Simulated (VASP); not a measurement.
# K (P6_3/mmc) in VASP: notebook, part 2 of 2

VASP 6.6.1. The steps go on from the part before.

### Step 3. Relaxation of cell and atoms, PBEsol

This run uses another cell than the first one, of 70.12 Å³/atom.

File INCAR:

```
PREC     = Accurate       # precision mode
ENCUT    = 600            # plane-wave cutoff, eV
EDIFF    = 1E-7           # SCF threshold, eV
ISMEAR   = 0              # smearing method
SIGMA    = 0.1            # smearing width, eV
LREAL    = F              # projectors in reciprocal space
LASPH    = T              # aspherical terms in the spheres
NELM     = 60             # most SCF steps
ALGO     = Fast           # electronic algorithm
ISIF     = 3              # what is computed and relaxed
LWAVE    = F              # write WAVECAR
LCHARG   = F              # write CHGCAR
GGA      = PS             # functional
IBRION   = 2              # ionic algorithm
NSW      = 80             # ionic steps
EDIFFG   = -0.01          # ionic threshold
```

File KPOINTS:

```
regular mesh
0
Gamma
  12 12 6
```

File POSCAR:

```
K
1.0
    4.6667122987      0.0000000000      0.0000000000
   -2.3333561493      4.0414914028      0.0000000000
    0.0000000000      0.0000000000      7.4354793949
K
2
Direct
    0.3333333333      0.6666666667      0.2500000000
    0.6666666667      0.3333333333      0.7500000000
```

Potentials or basis: VASP PAW PBE potentials, release 64 (K_sv).

Launch:

```sh
$ cat potpaw_PBE.64/K_sv/POTCAR > POTCAR
$ mpirun -np 1 vasp_std > vasp.out
```

OUTCAR:

```text
PREC = Accurate
   ENCUT = 600
   EDIFF = 1E-7
   ISMEAR = 0
   LREAL = F
   LASPH = T
   NELM = 60
   ISIF = 3
   GGA = PS
   IBRION = 2
   NSW = 80
   EDIFFG = -0.01

 ion  position               nearest neighbor table
   1  0.333  0.667  0.250-
   2  0.667  0.333  0.750-

  LATTYP: Found a hexagonal cell.
 ALAT       =     4.6667122987
 C/A-ratio  =     1.5933014334

  Lattice vectors:

 A1 = (   4.6667122987,   0.0000000000,   0.0000000000)
 A2 = (  -2.3333561493,   4.0414914028,   0.0000000000)
 A3 = (   0.0000000000,   0.0000000000,   7.4354793949)

Analysis of symmetry for initial positions (statically):
=====================================================================
 Subroutine PRICEL returns:
 Original cell was already a primitive cell.

 Routine SETGRP: Setting up the symmetry group for a
 hexagonal supercell.

 Subroutine GETGRP returns: Found 24 space group operations
 (whereof 12 operations were pure point group operations)
 out of a pool of 24 trial point group operations.

The static configuration has the point symmetry D_3d.
 The point group associated with its full space group is D_6h.

Analysis of symmetry for dynamics (positions and initial velocities):
=====================================================================
 Subroutine PRICEL returns:
 Original cell was already a primitive cell.
[... 170 lines left out ...]
  external PRESSURE =       0.5628281 kB  Pullay stress =       0.0000000 kB
[... 203 lines left out ...]
--------------------------------------- Ionic step        7  -------------------------------------------

 number of electron      18.0000001 magnetization

 Free energy of the ion-electron system (eV)
  ---------------------------------------------------
  ext. energy  EPLUGINS =         0.00000000
  ---------------------------------------------------
  free energy    TOTEN  =        -2.27229639 eV

  energy without entropy =       -2.26478425  energy(sigma->0) =       -2.26854032

 E-fermi :  -0.1198     XC(G=0):  -5.7760

 val. band max:       -0.1367392616   @ k =   0.1667   0.0000   0.1667
 cond. band min:      -0.1184275875   @ k =   0.3333   0.1667   0.3333
 fundamental gap:      0.0183116742
 Fermi energy:        -0.1198268999

 k-point     1 :       0.0000    0.0000    0.0000
  band No.  band energies     occupation
      1     -32.0656      2.00000
      2     -32.0612      2.00000
      3     -15.6504      2.00000
      4     -15.5852      2.00000
      5     -15.5852      2.00000
      6     -15.5747      2.00000
      7     -15.5747      2.00000
      8     -15.5742      2.00000
      9      -2.3037      2.00000
     10       0.2253      0.00000
     11       0.4685      0.00000
     12       4.0122      0.00000
     13       4.0122      0.00000
[... 354 lines left out ...]
  band No.  band energies     occupation
      1     -32.0623      2.00000
      2     -32.0601      2.00000
      3     -15.6354      2.00000
      4     -15.6221      2.00000
      5     -15.6162      2.00000
      6     -15.5972      2.00000
      7     -15.5852      2.00000
      8     -15.5834      2.00000
      9      -1.0937      2.00000
     10       0.5402      0.00000
     11       1.5216      0.00000
     12       1.8921      0.00000
     13       2.7575      0.00000

 [... further k-points ...]
[... 5 lines left out ...]
  --------------------------------------------------------------------------------------
  -------------------------------------------------------------------------------------
  Total       -0.0084073     -0.0084073      0.0002371     -0.0000000      0.0000000      0.0000000
  in kB       -0.0945390     -0.0945390      0.0026659     -0.0000000      0.0000000      0.0000000
  external PRESSURE =      -0.0621373 kB  Pullay stress =       0.0000000 kB
[... 17 lines left out ...]
  FREE ENERGIE OF THE ION-ELECTRON SYSTEM (eV)
  ---------------------------------------------------
  free  energy   TOTEN  =        -2.2722963872 eV

  energy  without entropy=       -2.2647842550  energy(sigma->0) =       -2.26854032

 reached required accuracy - stopping structural energy minimisation
```

Wall time 9.1 min (1 thread of Intel Xeon 6975P-C (Granite Rapids), shared host); peak memory 0.41 GiB.

What came out:

| Item | Value |
| --- | --- |
| Free energy | -2.2723 eV |
| Relaxed volume | 71.24 Å³/atom |
| Relaxed cell | a = 4.656 Å, b = 4.656 Å, c = 7.590 Å, α = 90.00°, β = 90.00°, γ = 120.00° |
| Space group after relaxing (to 0.1 Å) | P6_3/mmc (No. 194) |
| Energy gained by relaxing | 0.7 meV/atom |
| Ionic steps | 7 |
| Pressure after relaxing | 0.0 GPa |
| Band gap on the k mesh | zero (bands 9 and 10 overlap by 2.68 eV) |

Step by step:
```
step  energy change (eV)  largest force (eV/Å)  pressure (GPa)  volume (Å³)
   1              0.0000                0.0000            0.06       140.24
   2             -0.0004                0.0000            0.04       140.74
   3             -0.0010                0.0000            0.00       142.24
   4             -0.0006                0.0000           -0.08       145.26
   5             -0.0011                0.0000           -0.02       143.17
   6             -0.0012                0.0000           -0.01       142.89
   7             -0.0013                0.0000           -0.01       142.48
```

Final structure:
```
CELL_PARAMETERS angstrom
4.65563 0.00000 0.00000
-2.32782 4.03189 0.00000
0.00000 0.00000 7.59044
ATOMIC_POSITIONS crystal
K 0.33333 0.66667 0.25000
K 0.66667 0.33333 0.75000
```

Levels at points of the mesh, in eV from the Fermi level:
```csv
k point,band 7,band 8,band 9,band 10,band 11,band 12
"(0.00, 0.00, 0.00)",-15.45,-15.45,-2.18,0.35,0.59,4.13
"(0.50, 0.00, 0.00)",-15.47,-15.47,0.14,0.28,1.66,1.99
"(0.00, 0.00, 0.50)",-15.46,-15.46,-1.45,-1.45,2.80,2.80
"(0.50, 0.00, 0.50)",-15.47,-15.47,0.64,0.64,0.90,0.90
```

Caveat: the PAW data sets were made with another functional, which shifts forces and pressure a little.
